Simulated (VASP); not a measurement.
Write the native input for VASP 6.6.1 that does the following.

```yaml
Task: single point
Functional: r2SCAN
Potentials_or_basis: VASP PAW PBE potentials, release 64 (Hg, Te)
Cutoff: 520 eV
k_mesh: 6 × 6 × 4
Occupations: fermi-dirac, width 0.02 eV
Spin: no spin polarisation
Dipole_correction: no
Further_INCAR_settings: ALGO = Normal; EDIFF = 1e-07; NBANDS = 26
```

Crystal: HgTe.

```
Hg Te
1.0
     4.81951    0.00000    0.00000
    -2.40976    4.17382    0.00000
     0.00000    0.00000    7.19621
Hg Te
2 2
Direct
  0.33333 0.66667 0.25000
  0.66667 0.33333 0.75000
  0.66667 0.33333 0.25000
  0.33333 0.66667 0.75000
```

The input as run:

POSCAR

```
HgTe
1.0
    4.8195130806      0.0000000000      0.0000000000
   -2.4097565403      4.1738207616      0.0000000000
    0.0000000000      0.0000000000      7.1962066037
Hg Te
2 2
Direct
    0.3333333333      0.6666666667      0.2500000000
    0.6666666667      0.3333333333      0.7500000000
    0.6666666667      0.3333333333      0.2500000000
    0.3333333333      0.6666666667      0.7500000000
```

INCAR.step1

```
  PREC = Accurate
  ENCUT = 520
  ISMEAR = -1
  SIGMA = 0.02
  LREAL = False
  LASPH = True
  NELM = 80
  NBANDS = 26
  GGA = PE
  ALGO = Normal
  EDIFF = 1E-4
  LWAVE = True
  LCHARG = False
```

INCAR.step2

```
  PREC = Accurate
  ENCUT = 520
  EDIFF = 1E-7
  ISMEAR = -1
  SIGMA = 0.02
  LREAL = False
  LASPH = True
  NELM = 80
  ALGO = Normal
  ISIF = 2
  LWAVE = False
  LCHARG = False
  METAGGA = R2SCAN
  LMIXTAU = True
  NBANDS = 26
  ISTART = 1
```

KPOINTS

```
regular mesh
0
Gamma
  6 6 4
```

Potentials or basis: VASP PAW PBE potentials, release 64 (Hg, Te).

Run with:

```sh
$ cat potpaw_PBE.64/Hg/POTCAR potpaw_PBE.64/Te/POTCAR > POTCAR
$ cp INCAR.step1 INCAR
$ mpirun -np 1 vasp_std > vasp.out
$ cp INCAR.step2 INCAR
$ mpirun -np 1 vasp_std > vasp.out
```

Results of the run:

```yaml
Pressure: 0.1 GPa
Band_gap_on_the_k_mesh: zero (bands 18 and 19 overlap by 0.10 eV)
```

Caveat: semilocal functionals underestimate gaps, so a narrow gap can read as zero; the PAW data sets were made with another functional, which shifts forces and pressure a little; spin-orbit coupling is left out, which moves the levels of the heavy elements.

Wall time 3 min on 1 thread of Intel(R) Xeon(R) Platinum 8559C (Emerald Rapids), on a shared host, peak memory 0.31 GiB.
